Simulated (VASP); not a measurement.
Write the native input for VASP 6.6.1 that does the following.

| Item | Value |
| --- | --- |
| Task | single point |
| Functional | PBE |
| Dispersion | D4 |
| Potentials or basis | VASP PAW PBE potentials, release 64 (Au) |
| Cutoff | 520 eV |
| k mesh | 10 × 10 × 10 |
| Occupations | fermi-dirac, width 0.05 eV |
| Spin | no spin polarisation |
| Dipole correction | no |
| Further INCAR settings | ALGO = Normal; EDIFF = 1e-07; NBANDS = 12 |

The structure of Au lies in POSCAR:

```
Au
1.0
    2.7157063629      0.0000000000      0.0000000000
    0.0000000000      2.7157063629      0.0000000000
    0.0000000000      0.0000000000      2.7157063629
Au
1
Direct
    0.5000000000      0.5000000000      0.5000000000
```

One way to write it, as run:

INCAR

```
PREC = Accurate
ENCUT = 520
EDIFF = 1E-7
ISMEAR = -1
SIGMA = 0.05
LREAL = False
LASPH = True
NELM = 80
ALGO = Normal
ISIF = 2
LWAVE = False
LCHARG = False
GGA = PE
IVDW = 13
NBANDS = 12
```

KPOINTS

```
regular mesh
0
Gamma
  10 10 10
```

Potentials or basis: VASP PAW PBE potentials, release 64 (Au).

The run is started by

```bash
$ cat potpaw_PBE.64/Au/POTCAR > POTCAR
$ mpirun -np 1 vasp_std > vasp.out
```

It gave:

```yaml
Pressure: -0.2 GPa
Dispersion_energy_per_atom: -0.592 eV
```

Caveat: pairwise dispersion overbinds metals, which lowers pressure and volume.

Run time: 8.1 s on 1 thread of Intel Xeon 6975P-C, on a shared host, peak memory 0.13 GiB.
